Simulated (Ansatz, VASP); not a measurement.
PtS2 in VASP and in Ansatz

The input INCAR:

```
SYSTEM = PtS2
PREC = Accurate
ENCUT = 520
EDIFF = 1E-6
ISMEAR = 0
SIGMA = 0.05
LREAL = .FALSE.
LASPH = .TRUE.
NELM = 80
ALGO = Normal
ISIF = 2
LWAVE = .FALSE.
LCHARG = .FALSE.
LDIPOL = .TRUE.
IDIPOL = 3
DIPOL = 0.5 0.5 0.387
GGA = PE
IVDW = 12
NBANDS = 31
```

The input KPOINTS:

```
regular mesh
0
G
  9 9 1
  0 0 0
```

File POSCAR:

```
PtS2
1.0
    3.5415278079      0.0000000000      0.0000000000
   -1.7707639039      3.0670530498      0.0000000000
    0.0000000000      0.0000000000     22.4670615492
S Pt
4 2
Direct
    0.6666666667      0.3333333333      0.2002932155
    0.3333333333      0.6666666667      0.3108341854
    0.3333333333      0.6666666667      0.4639472212
    0.0000000000      1.0000000000      0.5744881911
    0.0000000000      0.0000000000      0.2555637004
   -0.3333333333      0.3333333333      0.5192177062
```

Input for Ansatz:

```yaml
crystal:
  lattice:
    - [3.5415278079, 0.0, 0.0]
    - [-1.7707639039, 3.0670530498, 0.0]
    - [0.0, 0.0, 22.4670615492]
  atoms:
    - { symbol: S, position: [0.6666666667, 0.3333333333, 0.2002932155] }
    - { symbol: Pt, position: [0.0, 0.0, 0.2555637004] }
    - { symbol: S, position: [0.3333333333, 0.6666666667, 0.3108341854] }
    - { symbol: S, position: [0.3333333333, 0.6666666667, 0.4639472212] }
    - { symbol: Pt, position: [-0.3333333333, 0.3333333333, 0.5192177062] }
    - { symbol: S, position: [0.0, 1.0, 0.5744881911] }
basis:
  ecutwfc: 420
kpoints:
  mp_grid: { grid: [9, 9, 1] }
hamiltonian:
  xc: pbe
  pseudopotentials: { kind: paw, azcp: { folder: soft_1 } }
  dispersion: d3bj
scf:
  occupations: { method: gaussian, width: 0.05 }
output:
  forces: true
  eigenvalues: true
efield:
  axis: 3
  dipole_correction: true
  ramp_width: 0.04
```

Alike in both runs: task single point; functional PBE; dispersion D3(BJ); k mesh 9 × 9 × 1; occupations gaussian, width 0.05 eV; no spin polarisation.

```csv
,VASP,Ansatz
version,VASP 6.6.1,Ansatz 0.2.0
potentials or method,"VASP PAW PBE potentials, release 64 (S, Pt), cutoff 520 eV","scalar-relativistic, plane waves, PAW"
valence electrons in the cell,44,60
```

VASP gave:

- gap on the k mesh at the Fermi level (eV): 1.34
- least direct gap on the mesh (eV): 1.45
- rms of the force components (eV/Å): 0.036

Question: Which values does Ansatz return?

Answer: gap on the k mesh at the Fermi level (eV): 1.33; least direct gap on the mesh (eV): 1.44; rms of the force components (eV/Å): 0.021.

VASP's potentials hold 44 valence electrons a cell and Ansatz's 60, so a difference there can come from the potentials and not from the codes.

Neither program's run includes spin-orbit coupling.
